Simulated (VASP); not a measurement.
Runs of VASP 6.6.1 on Si. It takes space group Fm-3m (No. 225, cubic). The conventional cell has a = 3.340 Å, b = 3.340 Å, c = 3.340 Å, α = 90.00°, β = 90.00°, γ = 90.00°. Within 3.1 Å of Si (site symmetry m-3m) lie 12 Si at 2.36 Å. 

| level | cutoff (eV) | gap on the mesh (eV) | pressure (GPa) |
| --- | --- | --- | --- |
| revPBE | 500 | none | 95.8 |
| PBE | 500 | none | 94.3 |
| PBEsol | 500 | none | 91.0 |
| r2SCAN | 550 | none | (a) |

Alike in all rows: task single point; potentials or basis VASP PAW PBE potentials, release 64 (Si); no spin polarisation; cell as given; k mesh 15 × 15 × 15; smearing fermi-dirac 0.1 eV.

**Question.** Fill in the values left out.

**Answer.** (a) 87.0.

Caveats: the PAW data sets were made with another functional, which shifts forces and pressure a little (some runs).

A gap of «none» marks levels without a gap at the run's occupations.
